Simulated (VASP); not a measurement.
The system is CdS.

```
Cd S
1.0
     0.00000    2.96861    2.96861
     2.96861    0.00000    2.96861
     2.96861    2.96861    0.00000
Cd S
1 1
Direct
  0.00000 0.00000 0.00000
  0.25000 0.25000 0.25000
```

This cell differs from its parent crystal: strain +1.0%.

Base run:

```yaml
Program: VASP 6.6.1
Functional: r2SCAN
Potentials_or_basis: VASP PAW PBE potentials, release 64 (Cd, S)
Cutoff: 520 eV
k_mesh: 8 × 8 × 8
Occupations: gaussian, width 0.01 eV
Spin: no spin polarisation
```

Its results: band gap on the k mesh 1.47 eV, direct; pressure -1.4 GPa.

Task: The run is repeated on the same cell with these changes: functional from r2SCAN to PBE; k mesh from 8 × 8 × 8 to 4 × 4 × 4. What comes out?

Result: Band gap on the k mesh 1.02 eV, direct; pressure 0.1 GPa.

Several settings changed at once, so the effect can't be laid on one alone.

Caveats: some runs use coarse meshes; the PAW data sets were made with another functional, which shifts forces and pressure a little (some runs).

